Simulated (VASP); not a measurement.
AlN, 4 atoms in the cell. It takes space group P6_3mc (No. 186, hexagonal). Conventional cell: a = 3.089 Å, b = 3.089 Å, c = 4.943 Å, α = 90.00°, β = 90.00°, γ = 120.00°. Al (site symmetry 3m) has 4 N at 1.88 to 1.89 Å within 2.5 Å. Within 2.5 Å of N (site symmetry 3m) lie 4 Al at 1.88 to 1.89 Å. 

```yaml
Program: VASP 6.6.1
Task: single point
Functional: LDA
Potentials_or_basis: VASP PAW LDA potentials, release 64 (Al, N)
Cutoff: 520 eV
k_mesh: 12 × 12 × 6
Occupations: gaussian, width 0.02 eV
Spin: no spin polarisation
Dipole_correction: no
Further_INCAR_settings: ALGO = Normal; EDIFF = 1e-06; NBANDS = 16
```

Potentials or basis: VASP PAW LDA potentials, release 64 (Al, N).

Run with:

```sh
$ cat potpaw_LDA.64/Al/POTCAR potpaw_LDA.64/N/POTCAR > POTCAR
$ mpirun -np 1 vasp_std > vasp.out
```

Hardware: 1 thread of Intel Xeon 8259CL, on a shared host.

Q: How long does it take, and how much memory?

A: It took 46 s on 1 thread of Intel Xeon 8259CL (shared host), peak memory 0.16 GiB. Counts: scf iterations 12, k points 76.
